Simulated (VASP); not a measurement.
Crystal: W.

```
W
1.0
    -1.56096    1.56096    1.56096
     1.56096   -1.56096    1.56096
     1.56096    1.56096   -1.56096
W
1
Cartesian
  0.0000 0.0000 0.0000
```

Base run:

- Program: VASP 6.6.1
- Functional: PBEsol
- Dispersion: D3(BJ)
- Potentials or basis: VASP PAW PBE potentials, release 64 (W_sv)
- Cutoff: 520 eV
- k mesh: 12 × 12 × 12
- Occupations: fermi-dirac, width 0.05 eV
- Spin: no spin polarisation

Its results: band gap on the k mesh zero (band 7 reaches 17.37 eV, above the bottom of band 8 at 10.58 eV); pressure 3.1 GPa.

Q: After a change of settings the same cell gave: band gap on the k mesh zero (band 7 reaches 17.54 eV, above the bottom of band 8 at 10.53 eV); pressure 15.8 GPa. Which change was it?
A. functional from PBEsol to SVWN5; dispersion from D3(BJ) to none
B. functional from PBEsol to revPBE; further incar settings from ALGO = Normal; EDIFF = 1e-06; NBANDS = 13 to ALGO = Normal; EDIFF = 1e-07; NBANDS = 13
C. functional from PBEsol to r2SCAN; dispersion from D3(BJ) to rVV10
D. functional from PBEsol to RPBE; dispersion from D3(BJ) to none

A: C.

Caveats: the PAW data sets were made with another functional, which shifts forces and pressure a little; spin-orbit coupling is left out, which moves the levels of the heavy elements; pairwise dispersion overbinds metals, which lowers pressure and volume (some runs).
